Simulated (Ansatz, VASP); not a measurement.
# One calculation of BiB, two programs

```
CELL_PARAMETERS angstrom
0.00000 2.74487 2.73389
2.74487 0.00000 2.73389
2.74487 2.74487 0.00000
ATOMIC_POSITIONS crystal
B 0.00000 0.00000 0.00000
Bi 0.25000 0.25000 0.25000
```

Change from the starting cell: uniaxial_z strain -0.4%.

Alike in both runs: task single point; functional PBE; k mesh 8 × 8 × 8; occupations fermi-dirac, width 0.02 eV; no spin polarisation.

|  | VASP | Ansatz |
| --- | --- | --- |
| version | VASP 6.6.1 | Ansatz 0.2.0 |
| potentials or method | VASP PAW PBE potentials, release 64 (B, Bi_d) | plane waves, PAW |
| plane-wave cutoff (eV) | 520 | 420 |
| valence electrons in the cell | 18 | 18 |

Ansatz gave:

* pressure (GPa): 1.6
* traceless stress, the component that is largest in VASP (GPa): 0.25

Problem. Estimate VASP's values.

Solution. Pressure (GPa): 1.5; traceless stress, the component that is largest in VASP (GPa): 0.25.

Spin-orbit coupling is off throughout.
